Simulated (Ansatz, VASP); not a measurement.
**One calculation of Ir2F, two programs**

The input INCAR:

```
  PREC = Accurate
  ENCUT = 520
  EDIFF = 1E-6
  ISMEAR = 0
  SIGMA = 0.1
  LREAL = F
  LASPH = T
  NELM = 150
  ALGO = Fast
  ISIF = 2
  LWAVE = F
  LCHARG = F
  ISPIN = 2
  MAGMOM = 1 1 1 1 0 0
  LORBIT = 11
  LMAXMIX = 4
  GGA = PE
  NBANDS = 38
```

The input KPOINTS:

```
regular mesh
0
Gamma
  6 6 6
```

The input POSCAR:

```
Ir2F
1.0
    0.0000000000      3.3550603455      3.3550603455
    3.3550603455      0.0000000000      3.3550603455
    3.3550603455      3.3550603455      0.0000000000
Ir F
4 2
Direct
    0.6250000000      0.6250000000      0.6250000000
    0.1250000000      0.6250000000      0.6250000000
    0.6250000000      0.6250000000      0.1250000000
    0.6250000000      0.1250000000      0.6250000000
    0.0000000000      0.0000000000      0.0000000000
    0.2500000000      0.2500000000      0.2500000000
```

Input for Ansatz:

```yaml
crystal:
  lattice:
    - [0.0, 3.3550603455, 3.3550603455]
    - [3.3550603455, 0.0, 3.3550603455]
    - [3.3550603455, 3.3550603455, 0.0]
  atoms:
    - { symbol: Ir, position: [0.625, 0.625, 0.625], spin: 1.0 }
    - { symbol: Ir, position: [0.125, 0.625, 0.625], spin: 1.0 }
    - { symbol: Ir, position: [0.625, 0.625, 0.125], spin: 1.0 }
    - { symbol: Ir, position: [0.625, 0.125, 0.625], spin: 1.0 }
    - { symbol: F, position: [0.0, 0.0, 0.0] }
    - { symbol: F, position: [0.25, 0.25, 0.25] }
basis:
  ecutwfc: 420
kpoints:
  mp_grid: { grid: [6, 6, 6] }
hamiltonian:
  xc: pbe
scf:
  occupations: { method: gaussian, width: 0.1 }
  lower_state_search: "off"
output:
  forces: true
  stress: true
  eigenvalues: true
  populations: true
magnetization:
  spin_polarized: true
```

Alike in both runs: task single point; functional PBE; k mesh 6 × 6 × 6; occupations gaussian, width 0.1 eV; collinear spin.

```csv
,VASP,Ansatz
version,VASP 6.6.1,Ansatz 0.2.0
potentials or method,"VASP PAW PBE potentials, release 64 (Ir, F), cutoff 520 eV","scalar-relativistic, plane waves, PAW"
valence electrons in the cell,50,82
```

```csv
,VASP,Ansatz,Ansatz less VASP
gap on the k mesh at the Fermi level (eV),none,none,-
net moment per atom (μB),0.62,0.62,+0.007
size of the moment on the site where the two differ most (μB),0.81,0.72,-0.098
```

Site moments also hang on the region over which each program counts them. A gap of «none» marks a metal or a gap that the smearing closes. VASP's potentials hold 50 valence electrons a cell and Ansatz's 82, so a difference there can come from the potentials and not from the codes.

Spin-orbit coupling is off throughout.
